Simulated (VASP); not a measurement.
# C in VASP: relaxation of the atoms with PBE+D3(BJ)

Aim: the relaxation of the atoms of C with PBE+D3(BJ).

All numbers are computed with VASP 6.6.1; they aren't measurements. Logs are shortened: lines on timing, memory, paths and dates and some standing lists are left out, and cuts for length are marked.

## 1. The cell of the first run

The cell holds a slab with vacuum, 4 atoms: a = 2.466 Å, b = 2.466 Å, c = 17.500 Å, α = 90.00°, β = 90.00°, γ = 120.00°.

## 2. Relaxation of the atoms, PBE+D3(BJ)

File INCAR:

```
SYSTEM = C
PREC = Accurate ; ENCUT = 520
EDIFF = 1E-7 ; ISMEAR = 0
SIGMA = 0.1 ; LREAL = .False.
LASPH = .True. ; NELM = 120
ALGO = Normal ; ISIF = 2
LWAVE = .False. ; LCHARG = .False.
LDIPOL = .True. ; IDIPOL = 3
DIPOL = 0.5 0.5 0.352 ; GGA = PE
IVDW = 12 ; IBRION = 2
NSW = 40 ; EDIFFG = -0.003
GGA_COMPAT = .False. ; NELMIN = 4
NELMDL = -8
```

File KPOINTS:

```
Automatic mesh
0
Gamma
  15 15 1
  0 0 0
```

File POSCAR:

```
C
1.0
    2.4657189596      0.0000000000      0.0000000000
   -1.2328594798      2.1353752576      0.0000000000
    0.0000000000      0.0000000000     17.5000000000
C
4
Selective dynamics
Direct
    0.3333333333      0.6666666667      0.2571428571  F F F
    0.6666666667      0.3333333333      0.2571428571  F F T
    0.3333333333      0.6666666667      0.4464571429  F F T
    0.0000000000      1.0000000000      0.4464571429  F F T
```

Potentials or basis: VASP PAW PBE potentials, release 64 (C).

Started as:

```bash
$ cat potpaw_PBE.64/C/POTCAR > POTCAR
$ mpirun -np 1 vasp_std > vasp.out
```

OUTCAR:

```text
SYSTEM = C
   PREC = Accurate
   ENCUT = 520
   EDIFF = 1E-7
   ISMEAR = 0
   LREAL = .False.
   LASPH = .True.
   NELM = 120
   ISIF = 2
   GGA = PE
   IVDW = 12
   IBRION = 2
   NSW = 40
   EDIFFG = -0.003
   NELMIN = 4
   NELMDL = -8
 IVDW          = 12

 ion  position               nearest neighbor table
   1  0.333  0.667  0.257-   2 1.42   2 1.42   2 1.42
   2  0.667  0.333  0.257-   1 1.42   1 1.42   1 1.42
   3  0.333  0.667  0.446-   4 1.42   4 1.42   4 1.42
   4  0.000  0.000  0.446-   3 1.42   3 1.42   3 1.42

  LATTYP: Found a hexagonal cell.
 ALAT       =     2.4657189596
 C/A-ratio  =     7.0973214250

  Lattice vectors:

 A1 = (   2.4657189596,   0.0000000000,   0.0000000000)
 A2 = (  -1.2328594798,   2.1353752576,   0.0000000000)
 A3 = (   0.0000000000,   0.0000000000,  17.5000000000)

Analysis of symmetry for initial positions (statically):
=====================================================================
 Subroutine PRICEL returns:
 Original cell was already a primitive cell.

 Routine SETGRP: Setting up the symmetry group for a
 hexagonal supercell.

 Subroutine GETGRP returns: Found 12 space group operations
 (whereof  6 operations were pure point group operations)
 out of a pool of 24 trial point group operations.

The static configuration has the point symmetry C_3v.
 The point group associated with its full space group is D_3d.

Analysis of symmetry for dynamics (positions and initial velocities):
=====================================================================
 Subroutine PRICEL returns:
 Original cell was already a primitive cell.

 Routine SETGRP: Setting up the symmetry group for a
 hexagonal supercell.

 Subroutine GETGRP returns: Found 12 space group operations
 (whereof  6 operations were pure point group operations)
 out of a pool of 24 trial point group operations.

The dynamic configuration has the point symmetry C_3v.
 The point group associated with its full space group is D_3d.

Analysis of constrained symmetry for selective dynamics:
=====================================================================
 Subroutine PRICEL returns:
 Original cell was already a primitive cell.

 Routine SETGRP: Setting up the symmetry group for a
 hexagonal supercell.

 Subroutine GETGRP returns: Found  6 space group operations
 (whereof  6 operations were pure point group operations)
 out of a pool of 24 trial point group operations.

The constrained configuration has the point symmetry C_3v.

 Subroutine INISYM returns: Found  6 space group operations
 (whereof  6 operations are pure point group operations),
 and found     1 'primitive' translations

----------------------------------------------------------------------------------------

                                     Primitive cell

  volume of cell :      92.1416

  direct lattice vectors                    reciprocal lattice vectors
     2.465718960  0.000000000  0.000000000     0.405561224  0.234150882  0.000000000
    -1.232859480  2.135375258  0.000000000     0.000000000  0.468301764  0.000000000
     0.000000000  0.000000000 17.500000000     0.000000000  0.000000000  0.057142857

  length of vectors
     2.465718960  2.465718960 17.500000000     0.468301764  0.468301764  0.057142857

  position of ions in fractional coordinates (direct lattice)
     0.333333333  0.666666667  0.257142857
     0.666666667  0.333333333  0.257142857
     0.333333333  0.666666667  0.446457143
     0.000000000  0.000000000  0.446457143

  ion indices of the primitive-cell ions
   primitive index   ion index
                 1           1
                 2           2
                 3           3
                 4           4

----------------------------------------------------------------------------------------

 KPOINTS: Automatic mesh

Automatic generation of k-mesh.
 Grid dimensions read from file:
 generate k-points for:   15   15    1

 Generating k-lattice:

  Cartesian coordinates                     Fractional coordinates (reciprocal lattice)
[... 21 lines left out ...]
  0.266667  0.000000  0.000000      6.000000
  0.333333  0.000000  0.000000      6.000000
[... 16 lines left out ...]
  0.333333  0.200000  0.000000     12.000000
  0.400000  0.200000  0.000000      6.000000
 [... further k-points ...]
   k-points           NKPTS =     27   k-points in BZ     NKDIM =     27   number of bands    NBANDS=     12
   number of dos      NEDOS =    301   number of ions     NIONS =      4
   total plane-waves  NPLWV =  45360
   dimension x,y,z NGX =    18 NGY =   18 NGZ =  140
   dimension x,y,z NGXF=    36 NGYF=   36 NGZF=  280
   ions per type =               4
   NGX,Y,Z   is equivalent  to a cutoff of  12.14, 12.14, 13.30 a.u.
   NGXF,Y,Z  is equivalent  to a cutoff of  24.27, 24.27, 26.60 a.u.
 SYSTEM =  C
   PREC   = accura    normal or accurate (medium, high low for compatibility)
   ISTART =      0    job   : 0-new  1-cont  2-samecut
   ICHARG =      2    charge: 1-file 2-atom 10-const
   ISPIN  =      1    spin polarized calculation?
   LNONCOLLINEAR =      F non collinear calculations
   LSORBIT =      F    spin-orbit coupling
   LASPH  =      T    aspherical Exc in radial PAW
   ENCUT  =  520.0 eV  38.22 Ry    6.18 a.u.   4.58  4.58 32.54*2*pi/ulx,y,z
   NELM   =    120;   NELMIN=  4; NELMDL= -8     # of ELM steps
   EDIFF  = 0.1E-06   stopping-criterion for ELM
   LREAL  =      F    real-space projection
   EDIFFG = -.3E-02   stopping-criterion for IOM
   NSW    =     40    number of steps for IOM
   IBRION =      2    ionic relax: 0-MD 1-quasi-New 2-CG
   NFREE  =      1    steps in history (QN), initial steepest desc. (CG)
   ISIF   =      2    stress and relaxation
   ISYM   =      2    0-nonsym 1-usesym 2-fastsym
   POTIM  = 0.5000    time-step for ionic-motion
   TEBEG  =    0.0;   TEEND  =   0.0 temperature during run
   PSTRESS=    0.0 pullay stress
   NELECT =      16.0000    total number of electrons
   NUPDOWN=      -1.0000    fix difference up-down
   EMIN   =  10.00;   EMAX   =-10.00  energy-range for DOS
   EFERMI =   0.00;   METHOD = LEGACY
   ISMEAR =     0;   SIGMA  =   0.10  broadening in eV -4-tet -1-fermi 0-gaus
   EFERMI_NEDOS =   21; number of points for ismear=-14 and -15
   IALGO  =     38    algorithm
   IMIX   =      4    mixing-type and parameters
     AMIX     =   0.40;   BMIX     =  1.00
     AMIX_MAG =   1.60;   BMIX_MAG =  1.00
  volume/ion in A,a.u.               =      23.04       155.45
  Fermi-wavevector in a.u.,A,eV,Ry     =   0.913334  1.725951 11.349690  0.834179
  Thomas-Fermi vector in A             =   2.037833
   LORBIT       =      0    0 simple, 1 ext, 2 COOP (PROOUT), +10 PAW based schemes
   GGA     = PE    functional components
   LHFCALC =     F    Hartree Fock is set to
   AEXX    =    0.0000 exact exchange contribution
   IVDW    =    12    specifies the selected vdW correction
   LEPSILON=     F    determine dielectric tensor
   LRPA    =     F    only Hartree local field effects (RPA)
 conjugate gradient relaxation of ions
 non-spin polarized calculation
 Gauss-broadening in eV      SIGMA  =   0.10
  energy-cutoff  :      520.00
  volume of cell :       92.14
 maximum number of plane-waves:      2521
   NGX =  9   NGY =  9   NGZ = 65

--------------------------------------- Ionic step        1  -------------------------------------------

 number of electron      15.9999998 magnetization

 Free energy of the ion-electron system (eV)
  ---------------------------------------------------
  ext. energy  EPLUGINS =         0.00000000
  ---------------------------------------------------
  free energy    TOTEN  =       -36.86755870 eV

  energy without entropy =      -36.86655570  energy(sigma->0) =      -36.86705720

------------------------ aborting loop because EDIFF is reached ----------------------------------------

 Edisp (eV)   -0.48371

 E8    (eV) :    -0.1448
[... 111 lines left out ...]
  FREE ENERGIE OF THE ION-ELECTRON SYSTEM (eV)
  ---------------------------------------------------
  free  energy   TOTEN  =       -37.3513210785 eV

  energy  without entropy=      -37.3503180724  energy(sigma->0) =      -37.35081958

[... ionic steps 4 to 12 ...]

--------------------------------------- Ionic step       13  -------------------------------------------

 number of electron      15.9999996 magnetization

------------------------ aborting loop because EDIFF is reached ----------------------------------------
[... 73 lines left out ...]
  FREE ENERGIE OF THE ION-ELECTRON SYSTEM (eV)
  ---------------------------------------------------
  free  energy   TOTEN  =       -37.3524268807 eV

  energy  without entropy=      -37.3514238138  energy(sigma->0) =      -37.35192535

 dipolmoment           0.000000      0.000000      0.000034 electrons x Angstroem

--------------------------------------- Ionic step       15  -------------------------------------------

 number of electron      15.9999996 magnetization

 dipolmoment           0.000000      0.000000     -0.000029 electrons x Angstroem

 Free energy of the ion-electron system (eV)
  ---------------------------------------------------
  ext. energy  EPLUGINS =         0.00000000
  ---------------------------------------------------
  free energy    TOTEN  =       -36.87684958 eV

  energy without entropy =      -36.87584652  energy(sigma->0) =      -36.87634805

 E-fermi :  -0.8377     XC(G=0):  -4.4372

 val. band max:       -0.8377657571   @ k =   0.3333   0.3333   0.0000
 cond. band min:      -0.8376690145   @ k =   0.3333   0.3333   0.0000
 fundamental gap:      0.0000967426
 Fermi energy:        -0.8377169279

 k-point     1 :       0.0000    0.0000    0.0000
  band No.  band energies     occupation
      1     -20.4169      2.00000
      2     -20.2798      2.00000
      3      -8.8930      2.00000
      4      -7.9764      2.00000
      5      -3.8693      2.00000
      6      -3.8693      2.00000
      7      -3.8611      2.00000
      8      -3.8611      2.00000
      9       2.5701      0.00000
     10       3.0242      0.00000
     11       3.9615      0.00000
     12       5.7030      0.00000
[... 331 lines left out ...]
 k-point    24 :       0.4000    0.2000    0.0000
  band No.  band energies     occupation
      1     -14.5224      2.00000
      2     -14.4743      2.00000
      3     -13.5217      2.00000
      4     -13.4909      2.00000
      5      -9.6910      2.00000
      6      -9.6446      2.00000
      7      -2.5149      2.00000
      8      -2.1895      2.00000
      9       0.4461      0.00000
     10       0.5302      0.00000
     11       9.7765      0.00000
     12      10.0722      0.00000

 [... further k-points ...]

------------------------ aborting loop because EDIFF is reached ----------------------------------------

 vacuum level on the upper side and lower side of the slab       (xc-potential included)        -0.040        -0.027

 Edisp (eV)   -0.47560

 E8    (eV) :    -0.1420

  FORCE on cell =-STRESS in cart. coord.  units (eV):
  Direction    XX          YY          ZZ          XY          YZ          ZX
  --------------------------------------------------------------------------------------
  -------------------------------------------------------------------------------------
  Total       0.11461     0.11461    -0.02525     0.00000     0.00000    -0.00000
  in kB       1.99292     1.99292    -0.43903     0.00000     0.00000    -0.00000
  external pressure =        1.18 kB  Pullay stress =        0.00 kB
[... 19 lines left out ...]
  FREE ENERGIE OF THE ION-ELECTRON SYSTEM (eV)
  ---------------------------------------------------
  free  energy   TOTEN  =       -37.3524539174 eV

  energy  without entropy=      -37.3514508559  energy(sigma->0) =      -37.35195239

 reached required accuracy - stopping structural energy minimisation

 vacuum level on the upper side and lower side of the slab         3.407         3.419
```

Run time: 4.6 min. Hardware: 1 thread of Intel Xeon Platinum 8488C (Sapphire Rapids), shared host; peak memory 0.21 GiB.

What came out:

```yaml
Free_energy: -37.3525 eV
Energy_gained_by_relaxing: 0.3 meV/atom
Ionic_steps: 15
Band_gap_on_the_k_mesh: zero (filled and empty bands touch)
Dispersion_energy_per_atom: -0.119 eV
```

Step by step:
| step | energy change (eV) | largest force on free atoms (eV/Å) | pressure (GPa) |
| --- | --- | --- | --- |
| 1 | 0.0000 | 0.0266 | 0.16 |
| 2 | 0.0000 | 0.0216 | 0.16 |
| 3 | 0.0000 | 0.0288 | 0.16 |
| 4 | -0.0001 | 0.0155 | 0.16 |
| 5 | -0.0001 | 0.0318 | 0.16 |
| 6 | -0.0001 | 0.0315 | 0.16 |
| 7 | -0.0002 | 0.0305 | 0.16 |
| 8 | -0.0003 | 0.0285 | 0.16 |
| 9 | -0.0005 | 0.0248 | 0.15 |
| 10 | -0.0008 | 0.0181 | 0.14 |
| 11 | -0.0011 | 0.0044 | 0.13 |
| 12 | -0.0012 | 0.0041 | 0.12 |
| 13 | -0.0012 | 0.0043 | 0.12 |
| 14 | -0.0012 | 0.0291 | 0.12 |
| 15 | -0.0012 | 0.0016 | 0.12 |

Final structure:
```
C
1.0
     2.46572    0.00000    0.00000
    -1.23286    2.13538    0.00000
     0.00000    0.00000   17.50000
C
4
Direct
  0.33333 0.66667 0.25714
  0.66667 0.33333 0.25712
  0.33333 0.66667 0.45115
  0.00000 0.00000 0.45118
```

Levels at points of the mesh, in eV from the Fermi level:
| k point | band 4 | band 5 | band 6 | band 7 | band 8 | band 9 | band 10 | band 11 | band 12 |
| --- | --- | --- | --- | --- | --- | --- | --- | --- | --- |
| (0.00, 0.00, 0.00) | -7.14 | -3.03 | -3.03 | -3.02 | -3.02 | 3.41 | 3.86 | 4.80 | 6.54 |
